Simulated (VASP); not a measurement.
Here is a VASP 6.6.1 calculation.

POSCAR

```
MoS2
1.0
    3.1710536536      0.0000000000      0.0000000000
   -1.5855268268      2.7462130208      0.0000000000
    0.0000000000      0.0000000000      6.8097212861
Mo S
1 2
Direct
    0.0000000000      0.0000000000      0.0000000000
    0.3333333333      0.6666666667      0.2285695381
    0.3333333333      0.6666666667      0.7714304619
```

The input INCAR.step1:

```
  ALGO = Normal
  EDIFF = 1E-5
  ENCUT = 520
  GGA = PE
  ISIF = 2
  ISMEAR = 0
  LASPH = True
  LCHARG = False
  LREAL = False
  LWAVE = True
  NBANDS = 20
  NELM = 80
  PREC = Accurate
  SIGMA = 0.01
```

INCAR.step2

```
  ALGO = Normal
  EDIFF = 1E-6
  ENCUT = 520
  GGA = PE
  HFSCREEN = 0.2079
  ISIF = 2
  ISMEAR = 0
  ISTART = 1
  LASPH = True
  LCHARG = False
  LHFCALC = True
  LREAL = False
  LWAVE = False
  NBANDS = 20
  NELM = 80
  PREC = Accurate
  PRECFOCK = Normal
  SIGMA = 0.01
```

KPOINTS

```
k-points
0
Gamma
  6 6 2
```

Potentials or basis: VASP PAW PBE potentials, release 64 (Mo_sv, S).

The run is started by

```bash
$ cat potpaw_PBE.64/Mo_sv/POTCAR potpaw_PBE.64/S/POTCAR > POTCAR
$ cp INCAR.step1 INCAR
$ mpirun -np 1 vasp_std > vasp.out
$ cp INCAR.step2 INCAR
$ mpirun -np 1 vasp_std > vasp.out
```

(1) What does it give for the largest force?

(2) What does it give for the pressure?

Answers

(1) 0.420 eV/Å.

(2) -2.4 GPa.

Caveat: the k points lie up to 0.46 Å⁻¹ apart; the PAW data sets were made with another functional, which shifts forces and pressure a little; this functional lacks dispersion, which binds layers or chains, so the pressure and a relaxed spacing across them are unreliable.
